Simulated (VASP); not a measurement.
A run of VASP 6.6.1 is set up as follows.

The input INCAR:

```
SYSTEM = Al2H
PREC = Accurate
ENCUT = 500
EDIFF = 1E-6
ISMEAR = 0
SIGMA = 0.2
LREAL = .FALSE.
LASPH = .TRUE.
NELM = 120
ALGO = Normal
ISIF = 2
LWAVE = .FALSE.
LCHARG = .FALSE.
GGA = PE
NBANDS = 16
GGA_COMPAT = .FALSE.
```

KPOINTS

```
Automatic mesh
0
G
  4 4 4
  0 0 0
```

Contents of POSCAR:

```
Al2H
1.0
    2.2667378173      1.3087016890      4.5461970258
   -2.2667378173      1.3087016890      4.5461970258
    0.0000000000     -2.6174033780      4.5461970258
Al H
4 2
Direct
    0.3952945991      0.3952945991      0.3952945991
    0.6047054009      0.6047054009      0.6047054009
    0.8066912082      0.8066912082      0.8066912082
    0.1933087918      0.1933087918      0.1933087918
    0.0302378274      0.0302378274      0.0302378274
    0.9697621726      0.9697621726      0.9697621726
```

Potentials or basis: VASP PAW PBE potentials, release 64 (Al, H).

Launch:

```sh
$ cat potpaw_PBE.64/Al/POTCAR potpaw_PBE.64/H/POTCAR > POTCAR
$ mpirun -np 1 vasp_std > vasp.out
```

**Question.** Predict the pressure.

**Answer.** 0.0 GPa.

**Question.** Estimate the largest force.

**Answer.** 0.057 eV/Å.

**Question.** Predict the band gap on the k mesh.

**Answer.** Zero (bands 7 and 8 overlap by 1.84 eV).

Stress tensor (GPa, compression positive):
```
-0.10  0.00  0.00
 0.00 -0.10  0.00
 0.00  0.00  0.16
```

Caveat: the k points lie up to 0.42 Å⁻¹ apart, too coarse for converged energies and pressures of a metal.
